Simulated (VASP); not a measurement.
# AlN (P6_3mc) in VASP: further runs

AlN is run at these levels: LDA; tasks: relaxation of the atoms.

Program: VASP 6.6.1. These are calculated values, not measurements. Logs are shortened: lines on timing, memory, paths and dates and some standing lists are left out, and cuts for length are marked.

## Step 1: The cell of the first run

Symmetry: P6_3mc, No. 186, hexagonal system. Conventional cell: a = 3.089 Å, b = 3.089 Å, c = 4.746 Å, α = 90.00°, β = 90.00°, γ = 120.00°. Al (site symmetry 3m) has 4 N at 1.81 to 1.87 Å within 2.4 Å. N (site symmetry 3m) has 4 Al at 1.81 to 1.87 Å within 2.4 Å.

## Step 2: Relaxation of the atoms, LDA (engineering shear strain xz +0.0000, normal strain along z -0.0400)

File INCAR:

```
PREC = Accurate ; ENCUT = 520
EDIFF = 1E-6 ; ISMEAR = 0
SIGMA = 0.05 ; LREAL = False
LASPH = True ; NELM = 60
ALGO = Normal ; ISIF = 2
LWAVE = False ; LCHARG = False
GGA = CA ; IBRION = 2
NSW = 50 ; EDIFFG = -0.01
```

File KPOINTS:

```
Automatic mesh
0
Gamma
  9 9 6
```

File POSCAR:

```
AlN
1.0
    3.0886152983      0.0000000000      0.0000000000
   -1.5443076491      2.6748193108      0.0000000000
    0.0000000000      0.0000000000      4.7458408954
Al N
2 2
Direct
    0.3333333333      0.6666666667      0.0015210172
    0.6666666667      0.3333333333      0.5015210172
    0.3333333333      0.6666666667      0.3834789828
    0.6666666667      0.3333333333      0.8834789828
```

Potentials or basis: VASP PAW LDA potentials, release 64 (Al, N).

Run with:

```bash
> cat potpaw_LDA.64/Al/POTCAR potpaw_LDA.64/N/POTCAR > POTCAR
> mpirun -np 1 vasp_std > vasp.out
```

OUTCAR:

```text
PREC = Accurate
   ENCUT = 520
   EDIFF = 1E-6
   ISMEAR = 0
   LREAL = False
   LASPH = True
   NELM = 60
   ISIF = 2
   GGA = CA
   IBRION = 2
   NSW = 50
   EDIFFG = -0.01

 ion  position               nearest neighbor table
   1  0.333  0.667  0.002-   3 1.81   4 1.87   4 1.87   4 1.87   2 2.97   2 2.97   2 2.97   2 2.97
                             2 2.97   2 2.97
   2  0.667  0.333  0.502-   4 1.81   3 1.87   3 1.87   3 1.87   1 2.97   1 2.97   1 2.97   1 2.97
                             1 2.97   1 2.97
   3  0.333  0.667  0.383-   1 1.81   2 1.87   2 1.87   2 1.87
   4  0.667  0.333  0.883-   2 1.81   1 1.87   1 1.87   1 1.87

  LATTYP: Found a hexagonal cell.
 ALAT       =     3.0886152983
 C/A-ratio  =     1.5365594084

  Lattice vectors:

 A1 = (   3.0886152983,   0.0000000000,   0.0000000000)
 A2 = (  -1.5443076491,   2.6748193108,   0.0000000000)
 A3 = (   0.0000000000,   0.0000000000,   4.7458408954)

Analysis of symmetry for initial positions (statically):
=====================================================================
 Subroutine PRICEL returns:
 Original cell was already a primitive cell.

 Routine SETGRP: Setting up the symmetry group for a
 hexagonal supercell.

 Subroutine GETGRP returns: Found 12 space group operations
 (whereof  6 operations were pure point group operations)
 out of a pool of 24 trial point group operations.

The static configuration has the point symmetry C_3v.
 The point group associated with its full space group is C_6v.

Analysis of symmetry for dynamics (positions and initial velocities):
=====================================================================
 Subroutine PRICEL returns:
 Original cell was already a primitive cell.

 Routine SETGRP: Setting up the symmetry group for a
 hexagonal supercell.

 Subroutine GETGRP returns: Found 12 space group operations
 (whereof  6 operations were pure point group operations)
 out of a pool of 24 trial point group operations.

The dynamic configuration has the point symmetry C_3v.
 The point group associated with its full space group is C_6v.

 Subroutine INISYM returns: Found 12 space group operations
 (whereof  6 operations are pure point group operations),
 and found     1 'primitive' translations

----------------------------------------------------------------------------------------

                                     Primitive cell

  volume of cell :      39.2077

  direct lattice vectors                    reciprocal lattice vectors
     3.088615298  0.000000000  0.000000000     0.323769684  0.186928514  0.000000000
    -1.544307649  2.674819311  0.000000000     0.000000000  0.373857029  0.000000000
     0.000000000  0.000000000  4.745840895     0.000000000  0.000000000  0.210710814

  length of vectors
     3.088615298  3.088615298  4.745840895     0.373857029  0.373857029  0.210710814

  position of ions in fractional coordinates (direct lattice)
     0.333333333  0.666666667  0.001521017
     0.666666667  0.333333333  0.501521017
     0.333333333  0.666666667  0.383478983
     0.666666667  0.333333333  0.883478983

  ion indices of the primitive-cell ions
   primitive index   ion index
                 1           1
                 2           2
                 3           3
                 4           4

----------------------------------------------------------------------------------------

 KPOINTS: Automatic mesh

Automatic generation of k-mesh.
 Grid dimensions read from file:
 generate k-points for:    9    9    6

 Generating k-lattice:

  Cartesian coordinates                     Fractional coordinates (reciprocal lattice)
     0.035974409  0.020769835  0.000000000     0.111111111  0.000000000  0.000000000
     0.000000000  0.041539670  0.000000000     0.000000000  0.111111111  0.000000000
     0.000000000  0.000000000  0.035118469     0.000000000  0.000000000  0.166666667

  Length of vectors
     0.041539670  0.041539670  0.035118469

  Shift w.r.t. Gamma in fractional coordinates (k-lattice)
     0.000000000  0.000000000  0.000000000

 Subroutine IBZKPT returns following result:
 ===========================================

 Found     48 irreducible k-points:

 Following reciprocal coordinates:
            Coordinates               Weight
  0.000000  0.000000  0.000000      1.000000
  0.111111 -0.000000  0.000000      6.000000
  0.222222 -0.000000  0.000000      6.000000
  0.333333 -0.000000  0.000000      6.000000
  0.444444 -0.000000  0.000000      6.000000
  0.111111  0.111111  0.000000      6.000000
[... 16 lines left out ...]
  0.333333  0.222222  0.166667     24.000000
  0.333333  0.333333  0.166667      4.000000
 [... further k-points ...]
   k-points           NKPTS =     48   k-points in BZ     NKDIM =     48   number of bands    NBANDS=     12
   number of dos      NEDOS =    301   number of ions     NIONS =      4
   total plane-waves  NPLWV =  20736
   dimension x,y,z NGX =    24 NGY =   24 NGZ =   36
   dimension x,y,z NGXF=    48 NGYF=   48 NGZF=   72
   ions per type =               2   2
   NGX,Y,Z   is equivalent  to a cutoff of  12.92, 12.92, 12.61 a.u.
   NGXF,Y,Z  is equivalent  to a cutoff of  25.84, 25.84, 25.22 a.u.
 SYSTEM =  unknown system
   PREC   = accura    normal or accurate (medium, high low for compatibility)
   ISTART =      0    job   : 0-new  1-cont  2-samecut
   ICHARG =      2    charge: 1-file 2-atom 10-const
   ISPIN  =      1    spin polarized calculation?
   LNONCOLLINEAR =      F non collinear calculations
   LSORBIT =      F    spin-orbit coupling
   LASPH  =      T    aspherical Exc in radial PAW
   ENCUT  =  520.0 eV  38.22 Ry    6.18 a.u.   5.74  5.74  8.82*2*pi/ulx,y,z
   NELM   =     60;   NELMIN=  2; NELMDL= -5     # of ELM steps
   EDIFF  = 0.1E-05   stopping-criterion for ELM
   LREAL  =      F    real-space projection
   EDIFFG = -.1E-01   stopping-criterion for IOM
   NSW    =     50    number of steps for IOM
   IBRION =      2    ionic relax: 0-MD 1-quasi-New 2-CG
   NFREE  =      1    steps in history (QN), initial steepest desc. (CG)
   ISIF   =      2    stress and relaxation
   ISYM   =      2    0-nonsym 1-usesym 2-fastsym
   POTIM  = 0.5000    time-step for ionic-motion
   TEBEG  =    0.0;   TEEND  =   0.0 temperature during run
   PSTRESS=    0.0 pullay stress
   NELECT =      16.0000    total number of electrons
   NUPDOWN=      -1.0000    fix difference up-down
   EMIN   =  10.00;   EMAX   =-10.00  energy-range for DOS
   EFERMI =   0.00;   METHOD = LEGACY
   ISMEAR =     0;   SIGMA  =   0.05  broadening in eV -4-tet -1-fermi 0-gaus
   EFERMI_NEDOS =   21; number of points for ismear=-14 and -15
   IALGO  =     38    algorithm
   IMIX   =      4    mixing-type and parameters
     AMIX     =   0.40;   BMIX     =  1.00
     AMIX_MAG =   1.60;   BMIX_MAG =  1.00
  volume/ion in A,a.u.               =       9.80        66.15
  Fermi-wavevector in a.u.,A,eV,Ry     =   1.214295  2.294686 20.061971  1.474513
  Thomas-Fermi vector in A             =   2.349720
   LORBIT       =      0    0 simple, 1 ext, 2 COOP (PROOUT), +10 PAW based schemes
   GGA     = CA    functional components
   LHFCALC =     F    Hartree Fock is set to
   AEXX    =    0.0000 exact exchange contribution
   IVDW    =     0    specifies the selected vdW correction
   LEPSILON=     F    determine dielectric tensor
   LRPA    =     F    only Hartree local field effects (RPA)
 conjugate gradient relaxation of ions
 non-spin polarized calculation
 Gauss-broadening in eV      SIGMA  =   0.05
  energy-cutoff  :      520.00
  volume of cell :       39.21
 maximum number of plane-waves:      1085
 NGX is ok and might be reduce to    24
   NGX = 11   NGY = 11   NGZ = 17

--------------------------------------- Ionic step        1  -------------------------------------------

 number of electron      16.0000000 magnetization

 Free energy of the ion-electron system (eV)
  ---------------------------------------------------
  ext. energy  EPLUGINS =         0.00000000
  ---------------------------------------------------
  free energy    TOTEN  =       -32.72583531 eV

  energy without entropy =      -32.72583531  energy(sigma->0) =      -32.72583531

------------------------ aborting loop because EDIFF is reached ----------------------------------------

  FORCE on cell =-STRESS in cart. coord.  units (eV):
  Direction    XX          YY          ZZ          XY          YZ          ZX
  --------------------------------------------------------------------------------------
  -------------------------------------------------------------------------------------
  Total        0.9193713      0.9193713      5.6063373      0.0000000      0.0000000     -0.0000000
  in kB       37.5690368     37.5690368    229.0964535      0.0000000      0.0000000     -0.0000000
  external PRESSURE =     101.4115090 kB  Pullay stress =       0.0000000 kB
[... 61 lines left out ...]
  energy  without entropy=      -32.7504871648  energy(sigma->0) =      -32.75048716

--------------------------------------- Ionic step        3  -------------------------------------------

 number of electron      15.9999999 magnetization

 Free energy of the ion-electron system (eV)
  ---------------------------------------------------
  ext. energy  EPLUGINS =         0.00000000
  ---------------------------------------------------
  free energy    TOTEN  =       -32.75939837 eV

  energy without entropy =      -32.75939837  energy(sigma->0) =      -32.75939837

 E-fermi :   7.0235     XC(G=0): -11.5236

 val. band max:        6.8204556648   @ k =   0.0000   0.0000   0.0000
 cond. band min:      11.3341721917   @ k =   0.0000   0.0000   0.0000
 fundamental gap:      4.5137165269
 Fermi energy:         7.0235193315

 k-point     1 :       0.0000    0.0000    0.0000
  band No.  band energies     occupation
      1      -8.9071      2.00000
      2      -6.2828      2.00000
      3       0.3390      2.00000
      4       5.3912      2.00000
      5       5.3912      2.00000
      6       6.1907      2.00000
      7       6.1907      2.00000
      8       6.8205      2.00000
      9      11.3342      0.00000
     10      13.2631      0.00000
     11      17.5164      0.00000
     12      17.5164      0.00000
[... 331 lines left out ...]
 k-point    24 :       0.3333    0.3333    0.1667
  band No.  band energies     occupation
      1      -6.1130      2.00000
      2      -6.1130      2.00000
      3       1.4104      2.00000
      4       2.1530      2.00000
      5       2.1530      2.00000
      6       3.7528      2.00000
      7       4.6740      2.00000
      8       4.6740      2.00000
      9      12.1640      0.00000
     10      14.8672      0.00000
     11      15.9753      0.00000
     12      15.9753      0.00000

 [... further k-points ...]
[... 5 lines left out ...]
  --------------------------------------------------------------------------------------
  -------------------------------------------------------------------------------------
  Total        1.5519313      1.5519313      3.6641775      0.0000000      0.0000000      0.0000000
  in kB       63.4178653     63.4178653    149.7323525      0.0000000      0.0000000      0.0000000
  external PRESSURE =      92.1893611 kB  Pullay stress =       0.0000000 kB
[... 19 lines left out ...]
  FREE ENERGIE OF THE ION-ELECTRON SYSTEM (eV)
  ---------------------------------------------------
  free  energy   TOTEN  =       -32.7593983699 eV

  energy  without entropy=      -32.7593983699  energy(sigma->0) =      -32.75939837

 reached required accuracy - stopping structural energy minimisation
```

Wall time 16 s (1 thread of Intel Xeon Platinum 8559C (Emerald Rapids), shared host); peak memory 0.14 GiB.

What came out:

```yaml
Free_energy: -32.7594 eV
Energy_gained_by_relaxing: 8.4 meV/atom
Ionic_steps: 3
Pressure_after_relaxing: 9.2 GPa
Band_gap_on_the_k_mesh: 4.51 eV, direct
```

Forces in eV/Å, atoms in the order of the input:
```
Al   0.000  0.000 -0.002
Al   0.000  0.000 -0.002
N    0.000  0.000  0.002
N    0.000  0.000  0.002
```

Stress tensor (GPa, compression positive):
```
 6.34  0.00  0.00
 0.00  6.34  0.00
 0.00  0.00 14.97
```

Step by step:
```tsv
step	energy change (eV)	largest force (eV/Å)	pressure (GPa)
1	0.0000	0.7538	10.14
2	-0.0247	0.3327	8.96
3	-0.0336	0.0020	9.22
```

Final structure:
```
Al N
1.0
     3.08862    0.00000    0.00000
    -1.54431    2.67482    0.00000
     0.00000    0.00000    4.74584
Al N
2 2
Direct
  0.33333 0.66667 0.99660
  0.66667 0.33333 0.49660
  0.33333 0.66667 0.38840
  0.66667 0.33333 0.88840
```

Caveat: the cell differs from its parent crystal (engineering shear strain xz +0.0000, normal strain along z -0.0400).

## Step 3: Relaxation of the atoms, LDA (engineering shear strain xz +0.0000, normal strain along z -0.0267)

File INCAR:

```
  PREC = Accurate
  ENCUT = 520
  EDIFF = 1E-6
  ISMEAR = 0
  SIGMA = 0.05
  LREAL = F
  LASPH = T
  NELM = 60
  ALGO = Normal
  ISIF = 2
  LWAVE = F
  LCHARG = F
  IBRION = 2
  NSW = 50
  EDIFFG = -0.01
```

KPOINTS is that of step 2.

Changes to POSCAR since step 2:

```diff
@@ -4,3 +4,3 @@
    -1.5443076491      2.6748193108      0.0000000000
-    0.0000000000      0.0000000000      4.7458408954
+    0.0000000000      0.0000000000      4.8115905661
 Al N
```

Potentials or basis: VASP PAW LDA potentials, release 64 (Al, N).

Run with:

```bash
> cat potpaw_LDA.64/Al/POTCAR potpaw_LDA.64/N/POTCAR > POTCAR
> mpirun -np 1 vasp_std > vasp.out
```

Run time: 16 s. Hardware: 1 thread of Intel Xeon Platinum 8559C (Emerald Rapids), shared host; peak memory 0.14 GiB.

Results (log left out):

- Free energy: -32.8027 eV
- Energy gained by relaxing: 3.2 meV/atom
- Ionic steps: 3
- Pressure after relaxing: 6.3 GPa
- Band gap on the k mesh: 4.49 eV, direct

Stress tensor (GPa, compression positive):
```
 4.20  0.00  0.00
 0.00  4.20  0.00
 0.00  0.00 10.37
```

The path:
```
step  energy change (eV)  largest force (eV/Å)  pressure (GPa)
   1              0.0000                0.4499            6.65
   2             -0.0104                0.1827            6.15
   3             -0.0129                0.0007            6.26
```

Final structure:
```
Al N
1.0
     3.08862    0.00000    0.00000
    -1.54431    2.67482    0.00000
     0.00000    0.00000    4.81159
Al N
2 2
Direct
  0.33333 0.66667 0.99844
  0.66667 0.33333 0.49844
  0.33333 0.66667 0.38656
  0.66667 0.33333 0.88656
```

Levels at points of the mesh, in eV from the valence-band top:
| k point | band 6 | band 7 | band 8 | band 9 | band 10 | band 11 |
| --- | --- | --- | --- | --- | --- | --- |
| (0.00, 0.00, 0.00) | -0.49 | -0.49 | 0.00 | 4.49 | 6.54 | 10.84 |
| (0.00, 0.00, 0.50) | -0.88 | -0.88 | -0.88 | 6.58 | 6.58 | 10.48 |

Caveat: the cell differs from its parent crystal (engineering shear strain xz +0.0000, normal strain along z -0.0267).

## Step 4: Relaxation of the atoms, LDA (engineering shear strain xz +0.0000, normal strain along z -0.0133)

File INCAR:

```
SYSTEM = AlN
ALGO = Normal
EDIFF = 1E-6
EDIFFG = -0.01
ENCUT = 520
IBRION = 2
ISIF = 2
ISMEAR = 0
LASPH = .TRUE.
LCHARG = .FALSE.
LREAL = .FALSE.
LWAVE = .FALSE.
NELM = 100
NSW = 50
PREC = Accurate
SIGMA = 0.05
```

File KPOINTS:

```
k-points
0
G
  9 9 6
  0 0 0
```

Changes to POSCAR since step 3:

```diff
@@ -4,3 +4,3 @@
    -1.5443076491      2.6748193108      0.0000000000
-    0.0000000000      0.0000000000      4.8115905661
+    0.0000000000      0.0000000000      4.8778345953
 Al N
```

Run with:

```bash
> cat potpaw_LDA.64/Al/POTCAR potpaw_LDA.64/N/POTCAR > POTCAR
> mpirun -np 1 vasp_std > vasp.out
```

Wall time 15 s (1 thread of Intel Xeon Platinum 8559C (Emerald Rapids), shared host); peak memory 0.14 GiB.

Results (log left out):

| Quantity | Value |
| --- | --- |
| Free energy | -32.8303 eV |
| Energy gained by relaxing | 0.7 meV/atom |
| Ionic steps | 3 |
| Pressure after relaxing | 3.4 GPa |
| Band gap on the k mesh | 4.46 eV, direct |

Stress tensor (GPa, compression positive):
```
2.31 0.00 0.00
0.00 2.31 0.00
0.00 0.00 5.53
```

Step by step:
```tsv
step	energy change (eV)	largest force (eV/Å)	pressure (GPa)
1	0.0000	0.1996	3.47
2	-0.0024	0.0708	3.35
3	-0.0028	0.0003	3.38
```

Final structure:
```cif
data_structure
_symmetry_space_group_name_H-M 'P 1'
_symmetry_Int_Tables_number 1
_cell_length_a 3.0886
_cell_length_b 3.0886
_cell_length_c 4.8778
_cell_angle_alpha 90.000
_cell_angle_beta 90.000
_cell_angle_gamma 120.000
_cell_volume 40.30
loop_
_atom_site_label
_atom_site_type_symbol
_atom_site_fract_x
_atom_site_fract_y
_atom_site_fract_z
_atom_site_occupancy
Al1 Al 0.33333 0.66667 0.00008 1
Al2 Al 0.66667 0.33333 0.50008 1
N1 N 0.33333 0.66667 0.38492 1
N2 N 0.66667 0.33333 0.88492 1
```

Levels at points of the mesh, in eV from the valence-band top:
```
           k point  band 4  band 5  band 6  band 7  band 8  band 9  band 10  band 11  band 12
(0.00, 0.00, 0.00)   -1.06   -1.06   -0.36   -0.36    0.00    4.46     6.64    10.77    10.97
(0.00, 0.00, 0.50)   -3.41   -0.72   -0.72   -0.72   -0.72    6.60     6.60    10.40    10.40
```

Caveat: the cell differs from its parent crystal (engineering shear strain xz +0.0000, normal strain along z -0.0133).

## Step 5: Relaxation of the atoms, LDA (engineering shear strain xz +0.0000, normal strain along z +0.0133)

File INCAR:

```
SYSTEM = AlN
PREC = Accurate
ENCUT = 520
EDIFF = 1E-7
ISMEAR = 0
SIGMA = 0.05
LREAL = .FALSE.
LASPH = .TRUE.
NELM = 100
ALGO = Normal
ISIF = 2
LWAVE = .FALSE.
LCHARG = .FALSE.
GGA = CA
IBRION = 2
NSW = 50
EDIFFG = -0.01
```

File KPOINTS:

```
regular mesh
0
G
  9 9 6
  0 0 0
```

Changes to POSCAR since step 4:

```diff
@@ -4,3 +4,3 @@
    -1.5443076491      2.6748193108      0.0000000000
-    0.0000000000      0.0000000000      4.8778345953
+    0.0000000000      0.0000000000      5.0093339367
 Al N
```

Run with:

```bash
> cat potpaw_LDA.64/Al/POTCAR potpaw_LDA.64/N/POTCAR > POTCAR
> mpirun -np 1 vasp_std > vasp.out
```

It took 19 s on 1 thread of Intel Xeon Platinum 8559C (Emerald Rapids), shared host; peak memory 0.14 GiB.

The run converged. Its results:

| Quantity | Value |
| --- | --- |
| Free energy | -32.8350 eV |
| Energy gained by relaxing | 0.5 meV/atom |
| Ionic steps | 3 |
| Pressure after relaxing | -2.0 GPa |
| Band gap on the k mesh | 4.37 eV, direct |

Stress tensor (GPa, compression positive):
```
-0.77  0.00  0.00
 0.00 -0.77  0.00
 0.00  0.00 -4.37
```

Step by step:
```tsv
step	energy change (eV)	largest force (eV/Å)	pressure (GPa)
1	0.0000	0.1540	-1.95
2	-0.0019	0.0316	-1.97
3	-0.0019	0.0000	-1.97
```

Final structure:
```cif
data_structure
_symmetry_space_group_name_H-M 'P 1'
_symmetry_Int_Tables_number 1
_cell_length_a 3.0886
_cell_length_b 3.0886
_cell_length_c 5.0093
_cell_angle_alpha 90.000
_cell_angle_beta 90.000
_cell_angle_gamma 120.000
_cell_volume 41.38
loop_
_atom_site_label
_atom_site_type_symbol
_atom_site_fract_x
_atom_site_fract_y
_atom_site_fract_z
_atom_site_occupancy
Al1 Al 0.33333 0.66667 0.00276 1
Al2 Al 0.66667 0.33333 0.50276 1
N1 N 0.33333 0.66667 0.38224 1
N2 N 0.66667 0.33333 0.88224 1
```

Levels at points of the mesh, in eV from the valence-band top:
```
           k point  band 4  band 5  band 6  band 7  band 8  band 9  band 10  band 11  band 12
(0.00, 0.00, 0.00)   -0.73   -0.73   -0.11   -0.11    0.00    4.37     6.82    10.54    11.22
(0.00, 0.00, 0.50)   -3.34   -0.43   -0.43   -0.43   -0.43    6.62     6.62    10.24    10.24
```

Caveat: the cell differs from its parent crystal (engineering shear strain xz +0.0000, normal strain along z +0.0133). A k mesh can miss the band edges.

## Step 6: Summary

```csv
cell,gap on the mesh (eV),pressure (GPa)
"atoms relaxed from a = 3.089, b = 3.089, c = 4.746 Å, angles 90.0, 90.0, 120.0°, 4 atoms",4.51,9.2
"atoms relaxed from a = 3.089, b = 3.089, c = 4.812 Å, angles 90.0, 90.0, 120.0°, 4 atoms",4.49,6.3
"atoms relaxed from a = 3.089, b = 3.089, c = 4.878 Å, angles 90.0, 90.0, 120.0°, 4 atoms",4.46,3.4
"atoms relaxed from a = 3.089, b = 3.089, c = 5.009 Å, angles 90.0, 90.0, 120.0°, 4 atoms",4.37,-2.0
```

Alike in all rows: task relaxation of the atoms; level LDA; potentials or basis VASP PAW LDA potentials, release 64 (Al, N); no spin polarisation; k mesh 9 × 9 × 6; cutoff (eV) 520; smearing gaussian 0.05 eV.

Absolute energies hang on the potentials; compare differences alone.
